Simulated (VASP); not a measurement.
Wanted: the native input for a VASP 6.6.1 run.

* Task: relaxation of cell and atoms
* Functional: LDA
* Potentials or basis: VASP PAW LDA potentials, release 64 (Rh_pv)
* Cutoff: 600 eV
* k mesh: 24 × 24 × 24
* Occupations: fermi-dirac, width 0.05 eV
* Spin: no spin polarisation
* Target pressure: 15 GPa
* Dipole correction: no
* Further INCAR settings: ALGO = Normal; EDIFF = 1e-07; IBRION = 2; EDIFFG = -0.002; NSW = 100; ISIF = 3

The structure of Rh lies in POSCAR:

```
Rh
1.0
    0.0000000000      1.8768494007      1.8768494007
    1.8768494007      0.0000000000      1.8768494007
    1.8768494007      1.8768494007      0.0000000000
Rh
1
Direct
    0.0000000000      0.0000000000      0.0000000000
```

These files were run (other wordings do the same):

INCAR

```
ALGO = Normal
EDIFF = 1E-7
EDIFFG = -0.002
ENCUT = 600
IBRION = 2
ISIF = 3
ISMEAR = -1
LASPH = T
LCHARG = F
LREAL = F
LWAVE = F
NELM = 100
NSW = 100
PREC = Accurate
PSTRESS = 150.0
SIGMA = 0.05
```

KPOINTS

```
k-points
0
Gamma
  24 24 24
```

Potentials or basis: VASP PAW LDA potentials, release 64 (Rh_pv).

Launch:

```console
$ cat potpaw_LDA.64/Rh_pv/POTCAR > POTCAR
$ mpirun -np 1 vasp_std > vasp.out
```

It gave:

```
Relaxed volume                                             : 12.71 Å³/atom
Relaxed cell                                               : a = 2.619 Å, b = 2.619 Å, c = 2.619 Å, α = 60.00°, β = 60.00°, γ = 60.00°
Space group after relaxing (to 0.1 Å)                      : Fm-3m (No. 225)
Energy change on relaxing (the run minimises the enthalpy) : +24.6 meV/atom
Ionic steps                                                : 7
Pressure after relaxing                                    : 15.0 GPa
Band gap on the k mesh                                     : zero (an odd number of electrons rules out a gap without spin polarisation)
```

Caveat: the cell is relaxed towards a set pressure, so the run minimises the enthalpy, not the energy.

It took 2.9 min on 1 thread of AMD EPYC 9R45 96-Core Processor (Zen 5), with other jobs on the host, peak memory 0.18 GiB.
